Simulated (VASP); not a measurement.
# Mo (Im-3m) in VASP: a series of runs, part 2 of 2

VASP 6.6.1. The steps go on from the part before.

## Step 4: Single point, PBEsol

This run uses another cell than the first one: it holds 2 atoms, not 1.

INCAR reads:

```
PREC = Accurate ; ENCUT = 520
EDIFF = 1E-6 ; ISMEAR = -1
SIGMA = 0.08 ; LREAL = False
LASPH = True ; NELM = 60
ALGO = Normal ; ISIF = 2
LWAVE = False ; LCHARG = True
GGA = PS ; LELF = True
LVHAR = True ; NBANDS = 21
```

KPOINTS reads:

```
Automatic mesh
0
Gamma
  13 13 8
```

POSCAR reads:

```
Mo
1.0
   -1.5647077894      1.5647077894      1.5647077894
    1.5647077894     -1.5647077894      1.5647077894
    3.1294155787      3.1294155787      0.0000000000
Mo
2
Direct
    0.0000000000      0.0000000000      0.0000000000
    0.5000000000      0.5000000000      0.5000000000
```

Potentials or basis: VASP PAW PBE potentials, release 64 (Mo_sv).

The run is started by

```
> cat potpaw_PBE.64/Mo_sv/POTCAR > POTCAR
> mpirun -np 1 vasp_std > vasp.out
```

OUTCAR:

```text
PREC = Accurate
   ENCUT = 520
   EDIFF = 1E-6
   ISMEAR = -1
   LREAL = False
   LASPH = True
   NELM = 60
   ISIF = 2
   GGA = PS

 ion  position               nearest neighbor table
   1  0.000  0.000  0.000-   2 2.71   2 2.71   2 2.71   2 2.71   2 3.13   2 3.13   2 3.13   2 3.13

   2  0.500  0.500  0.500-   1 2.71   1 2.71   1 2.71   1 2.71   1 3.13   1 3.13   1 3.13   1 3.13

  LATTYP: Found a base centered orthorhombic cell.
 ALAT       =     3.1294155788
 B/A-ratio  =     1.4142135624
 C/A-ratio  =     1.4142135623

  Lattice vectors:

 A1 = (  -1.5647077894,   1.5647077894,   1.5647077894)
 A2 = (   1.5647077894,  -1.5647077894,   1.5647077894)
 A3 = (   3.1294155787,   3.1294155787,   0.0000000000)

Analysis of symmetry for initial positions (statically):
=====================================================================
 Subroutine PRICEL returns following result:

  LATTYP: Found a body centered cubic cell.
 ALAT       =     3.1294155788

  Lattice vectors:

 A1 = (  -1.5647077894,   1.5647077894,  -1.5647077894)
 A2 = (  -1.5647077893,  -1.5647077893,   1.5647077894)
 A3 = (   1.5647077894,   1.5647077894,   1.5647077894)

   2 primitive cells build up your supercell.

 Routine SETGRP: Setting up the symmetry group for a
 base centered orthorhombic supercell.

 Subroutine GETGRP returns: Found  8 space group operations
 (whereof  8 operations were pure point group operations)
 out of a pool of  8 trial point group operations.

The static configuration has the point symmetry D_2h.

Analysis of symmetry for dynamics (positions and initial velocities):
=====================================================================
 Subroutine PRICEL returns following result:

  LATTYP: Found a body centered cubic cell.
 ALAT       =     3.1294155788

  Lattice vectors:

 A1 = (  -1.5647077894,   1.5647077894,  -1.5647077894)
 A2 = (  -1.5647077893,  -1.5647077893,   1.5647077894)
 A3 = (   1.5647077894,   1.5647077894,   1.5647077894)

   2 primitive cells build up your supercell.

 Routine SETGRP: Setting up the symmetry group for a
 base centered orthorhombic supercell.

 Subroutine GETGRP returns: Found  8 space group operations
 (whereof  8 operations were pure point group operations)
 out of a pool of  8 trial point group operations.

The dynamic configuration has the point symmetry D_2h.

 Subroutine INISYM returns: Found  8 space group operations
 (whereof  8 operations are pure point group operations),
 and found     2 'primitive' translations

----------------------------------------------------------------------------------------

                                     Primitive cell

  volume of cell :      15.3236

  direct lattice vectors                    reciprocal lattice vectors
    -1.564707789  1.564707789 -1.564707789    -0.319548483  0.319548483  0.000000000
    -1.564707789 -1.564707789  1.564707789    -0.319548483 -0.000000000  0.319548483
     1.564707789  1.564707789  1.564707789     0.000000000  0.319548483  0.319548483

  length of vectors
     2.710153390  2.710153390  2.710153390     0.451909798  0.451909798  0.451909798

[... 21 lines left out ...]

  Length of vectors
     0.030105028  0.030105028  0.028244362

  Shift w.r.t. Gamma in fractional coordinates (k-lattice)
     0.000000000  0.000000000  0.000000000

 Subroutine IBZKPT returns following result:
 ===========================================

 Found    245 irreducible k-points:

 Following reciprocal coordinates:
            Coordinates               Weight
  0.000000  0.000000  0.000000      1.000000
  0.076923  0.000000  0.000000      4.000000
  0.153846  0.000000  0.000000      4.000000
  0.230769  0.000000  0.000000      4.000000
  0.307692  0.000000  0.000000      4.000000
  0.384615  0.000000  0.000000      4.000000
[... 16 lines left out ...]
  0.384615  0.153846  0.000000      4.000000
  0.461538  0.153846  0.000000      4.000000
 [... further k-points ...]
   k-points           NKPTS =    245   k-points in BZ     NKDIM =    245   number of bands    NBANDS=     21
   number of dos      NEDOS =    301   number of ions     NIONS =      2
   total plane-waves  NPLWV =  14400
   dimension x,y,z NGX =    20 NGY =   20 NGZ =   36
   dimension x,y,z NGXF=    40 NGYF=   40 NGZF=   72
   ions per type =               2
   NGX,Y,Z   is equivalent  to a cutoff of  12.27, 12.27, 13.52 a.u.
   NGXF,Y,Z  is equivalent  to a cutoff of  24.54, 24.54, 27.05 a.u.
 SYSTEM =  unknown system
   PREC   = accura    normal or accurate (medium, high low for compatibility)
   ISTART =      0    job   : 0-new  1-cont  2-samecut
   ICHARG =      2    charge: 1-file 2-atom 10-const
   ISPIN  =      1    spin polarized calculation?
   LNONCOLLINEAR =      F non collinear calculations
   LSORBIT =      F    spin-orbit coupling
   LASPH  =      T    aspherical Exc in radial PAW
   ENCUT  =  520.0 eV  38.22 Ry    6.18 a.u.   5.04  5.04  8.23*2*pi/ulx,y,z
   NELM   =     60;   NELMIN=  2; NELMDL= -5     # of ELM steps
   EDIFF  = 0.1E-05   stopping-criterion for ELM
   LREAL  =      F    real-space projection
   EDIFFG = 0.1E-04   stopping-criterion for IOM
   NSW    =      0    number of steps for IOM
   IBRION =     -1    ionic relax: 0-MD 1-quasi-New 2-CG
   NFREE  =      0    steps in history (QN), initial steepest desc. (CG)
   ISIF   =      2    stress and relaxation
   ISYM   =      2    0-nonsym 1-usesym 2-fastsym
   POTIM  = 0.5000    time-step for ionic-motion
   TEBEG  =    0.0;   TEEND  =   0.0 temperature during run
   PSTRESS=    0.0 pullay stress
   NELECT =      28.0000    total number of electrons
   NUPDOWN=      -1.0000    fix difference up-down
   EMIN   =  10.00;   EMAX   =-10.00  energy-range for DOS
   EFERMI =   0.00;   METHOD = LEGACY
   ISMEAR =    -1;   SIGMA  =   0.08  broadening in eV -4-tet -1-fermi 0-gaus
   EFERMI_NEDOS =   21; number of points for ismear=-14 and -15
   IALGO  =     38    algorithm
   IMIX   =      4    mixing-type and parameters
     AMIX     =   0.40;   BMIX     =  1.00
     AMIX_MAG =   1.60;   BMIX_MAG =  1.00
  volume/ion in A,a.u.               =      15.32       103.41
  Fermi-wavevector in a.u.,A,eV,Ry     =   1.588538  3.001901 34.333661  2.523453
  Thomas-Fermi vector in A             =   2.687526
   LORBIT       =      0    0 simple, 1 ext, 2 COOP (PROOUT), +10 PAW based schemes
   GGA     = PS    functional components
   LHFCALC =     F    Hartree Fock is set to
   AEXX    =    0.0000 exact exchange contribution
   IVDW    =     0    specifies the selected vdW correction
   LEPSILON=     F    determine dielectric tensor
   LRPA    =     F    only Hartree local field effects (RPA)
 non-spin polarized calculation
  energy-cutoff  :      520.00
  volume of cell :       30.65
 maximum number of plane-waves:       846
   NGX = 11   NGY = 11   NGZ = 17

 number of electron      27.9999997 magnetization

 Free energy of the ion-electron system (eV)
  ---------------------------------------------------
  ext. energy  EPLUGINS =         0.00000000
  ---------------------------------------------------
  free energy    TOTEN  =       -23.57541933 eV

  energy without entropy =      -23.55016991  energy(sigma->0) =      -23.56279462

 E-fermi :  12.8319     XC(G=0): -13.6416

 val. band max:       12.8294459983   @ k =  -0.3077   0.2308   0.3750
 cond. band min:      12.8376362432   @ k =   0.0000   0.0000   0.3750
 fundamental gap:      0.0081902449
 Fermi energy:        12.8318528200

 k-point     1 :       0.0000    0.0000    0.0000
  band No.  band energies     occupation
      1     -48.4100      2.00000
      2     -48.1208      2.00000
      3     -23.1473      2.00000
      4     -22.1266      2.00000
      5     -21.6669      2.00000
      6     -21.6531      2.00000
[... 565 lines left out ...]
     20      20.0912      0.00000
     21      25.4021      0.00000

 [... further k-points ...]

------------------------ aborting loop because EDIFF is reached ----------------------------------------

  FORCE on cell =-STRESS in cart. coord.  units (eV):
  Direction    XX          YY          ZZ          XY          YZ          ZX
  --------------------------------------------------------------------------------------
  -------------------------------------------------------------------------------------
  Total        0.1240289      0.1240289      0.0816579      0.0342982      0.0000000      0.0000000
  in kB        6.4840108      6.4840108      4.2689323      1.7930507      0.0000000      0.0000000
  external PRESSURE =       5.7456513 kB  Pullay stress =       0.0000000 kB

 VOLUME and BASIS-vectors are now :
 -----------------------------------------------------------------------------
  energy-cutoff  :      520.00
  volume of cell :       30.65
      direct lattice vectors                 reciprocal lattice vectors
    -1.564707789  1.564707789  1.564707789    -0.159774241  0.159774241  0.319548483
     1.564707789 -1.564707789  1.564707789     0.159774241 -0.159774241  0.319548483
     3.129415579  3.129415579  0.000000000     0.159774241  0.159774241  0.000000000

 POSITION                                       TOTAL-FORCE (eV/Angst)
 -----------------------------------------------------------------------------------
      0.00000      0.00000      0.00000         0.000000      0.000000      0.000000
      1.56471      1.56471      1.56471        -0.000000     -0.000000     -0.000000
 -----------------------------------------------------------------------------------
    total drift:                                0.000000      0.000000      0.000000

  FREE ENERGIE OF THE ION-ELECTRON SYSTEM (eV)
  ---------------------------------------------------
  free  energy   TOTEN  =       -23.5754193305 eV

  energy  without entropy=      -23.5501699143  energy(sigma->0) =      -23.56279462
```

OSZICAR:

```text
N       E                     dE             d eps       ncg     rms          rms(c)
DAV:   1     0.268304631721E+03    0.26830E+03   -0.16861E+04 10290   0.139E+03
DAV:   2    -0.194373663466E+02   -0.28774E+03   -0.27935E+03 11513   0.430E+02
DAV:   3    -0.250548117079E+02   -0.56174E+01   -0.55334E+01 11723   0.611E+01
DAV:   4    -0.250802330441E+02   -0.25421E-01   -0.25401E-01 11445   0.440E+00
DAV:   5    -0.250803974857E+02   -0.16444E-03   -0.16444E-03 11805   0.347E-01    0.235E+01
DAV:   6    -0.237764705563E+02    0.13039E+01   -0.23040E+00 11129   0.133E+01    0.641E+00
DAV:   7    -0.235884927248E+02    0.18798E+00   -0.45857E-01 11968   0.542E+00    0.129E+00
DAV:   8    -0.235754472795E+02    0.13045E-01   -0.96320E-03 10853   0.922E-01    0.303E-01
DAV:   9    -0.235754026930E+02    0.44586E-04   -0.30023E-04 14081   0.172E-01    0.106E-01
DAV:  10    -0.235754192795E+02   -0.16586E-04   -0.19896E-05 11043   0.425E-02    0.126E-02
DAV:  11    -0.235754193305E+02   -0.50960E-07   -0.71285E-07  7625   0.632E-03
   1 F= -.23575419E+02 E0= -.23562795E+02  d E =-.252494E-01
```

stdout:

```text
POSCAR found type information on POSCAR Mo
 POSCAR found :  1 types and       2 ions
 scaLAPACK will be used
 -----------------------------------------------------------------------------
|                                                                             |
|                                                                             |
|     You enforced a specific xc type in the INCAR file but a different       |
|     I HOPE YOU KNOW WHAT YOU ARE DOING!                                     |
|                                                                             |
 -----------------------------------------------------------------------------

 LDA part: xc-table for (Slater+PW92), standard interpolation
 POSCAR, INCAR and KPOINTS ok, starting setup
 FFT: planning ... GRIDC
 FFT: planning ... GRID_SOFT
 FFT: planning ... GRID
 WAVECAR not read
 entering main loop
```

Run time: 57 s. Hardware: 1 thread of Oxide Virtual Turin-like, shared host; peak memory 0.2 GiB.

Results:

```yaml
Free_energy: -23.5754 eV
Pressure: 0.6 GPa
Band_gap_on_the_k_mesh: zero (bands 14 and 15 overlap by 2.77 eV)
```

Levels at points of the mesh, in eV from the Fermi level:
```tsv
k point	band 12	band 13	band 14	band 15	band 16	band 17
(0.00, 0.00, 0.00)	-1.46	-1.45	-1.45	1.64	1.64	1.64
(0.00, 0.00, 0.50)	-2.63	-1.65	-1.65	1.05	1.05	1.10
```

Caveat: the PAW data sets were made with another functional, which shifts forces and pressure a little.

## Step 5: The runs side by side

| task | cell | k mesh | cutoff (eV) | gap on the mesh (eV) | pressure (GPa) |
| --- | --- | --- | --- | --- | --- |
| single point | a = 2.710 Å, angles 109.5°, 1 atom, atomic positions A | 19 × 19 × 19 | 520 | none | 0.6 |
| relaxation of cell and atoms | relaxed from a = 2.725 Å, angles 109.5°, 1 atom, atomic positions A | 19 × 19 × 19 | 600 | none | 0.0 |
| single point | a = 2.710, b = 2.710, c = 4.426 Å, angles 90.0, 90.0, 109.5°, 2 atoms, atomic positions B | 13 × 13 × 8 | 520 | none | 0.6 |

Alike in all rows: level PBEsol; potentials or basis VASP PAW PBE potentials, release 64 (Mo_sv); no spin polarisation; smearing fermi-dirac 0.08 eV.

Caveats: the PAW data sets were made with another functional, which shifts forces and pressure a little.

Total energies depend on the potentials used, so only differences within one code and one set of settings carry meaning.
